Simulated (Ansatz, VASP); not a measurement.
**Two plane-wave programs on Be**

```
Be
1.0
     4.01869    0.00000    0.00000
     0.00000    4.01869    0.00000
     0.00000    0.00000    4.01869
Be
8
Direct
  0.00000 0.00000 0.00000
  0.50000 0.50000 0.50000
  0.25000 0.00000 0.50000
  0.75000 0.00000 0.50000
  0.50000 0.25000 0.00000
  0.50000 0.75000 0.00000
  0.00000 0.50000 0.25000
  0.00000 0.50000 0.75000
```

Alike in both runs: task relaxation of cell and atoms; functional LDA; k mesh 6 × 6 × 6; occupations fermi-dirac, width 0.1 eV; no spin polarisation.

|  | VASP | Ansatz |
| --- | --- | --- |
| version | VASP 6.6.1 | Ansatz 0.2.0 |
| potentials or method | VASP PAW LDA potentials, release 64 (Be), cutoff 600 eV | plane waves (420 eV) with PAW, scalar-relativistic |
| valence electrons in the cell | 16 | 16 |

VASP gave:

| Quantity | Value |
| --- | --- |
| relaxed volume (Å³/atom) | 7.72 |
| relaxed cell length with the largest relative difference (Å) | 3.953 |

Task: Which values does Ansatz return?

Result: Relaxed volume (Å³/atom): 7.69; relaxed cell length with the largest relative difference (Å): 3.948.

Ansatz warns that its potentials were made for another functional, while VASP's fit it. LDA's correlation is that of Perdew and Zunger in VASP and of Perdew and Wang (1992) in Ansatz.
